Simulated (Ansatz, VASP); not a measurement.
# Y2BiO2 in VASP and in Ansatz

```
Y O Bi
1.0
     3.83552    0.00000    0.00000
     0.00000    3.83552    0.00000
     0.00000    0.00000   26.11097
Y O Bi
4 4 2
Direct
  0.50000 0.50000 0.28724
  0.00000 0.00000 0.37114
  0.00000 0.00000 0.54295
  0.50000 0.50000 0.62686
  0.50000 0.00000 0.32919
  0.00000 0.50000 0.32919
  0.00000 0.50000 0.58491
  0.50000 0.00000 0.58491
  0.50000 0.50000 0.45705
  0.00000 0.00000 0.71276
```

Alike in both runs: task single point; functional PBEsol; k mesh 9 × 9 × 1; occupations gaussian, width 0.1 eV; no spin polarisation.

|  | VASP | Ansatz |
| --- | --- | --- |
| version | VASP 6.6.1 | Ansatz 0.2.0 |
| potentials or method | VASP PAW PBE potentials, release 64 (Y_sv, O, Bi_d), cutoff 520 eV | scalar-relativistic, plane waves, PAW |
| valence electrons in the cell | 98 | 98 |

|  | VASP | Ansatz | Ansatz less VASP |
| --- | --- | --- | --- |
| gap on the k mesh at the Fermi level (eV) | none | none | - |
| rms of the force components (eV/Å) | 0.359 | 0.360 | +0.0011 |

VASP's potentials were made for PBE, not for PBEsol. A gap of «none» marks a metal or a gap that the smearing closes. Ansatz's warnings: xc potential rough in thin density.

Spin-orbit coupling is off throughout.
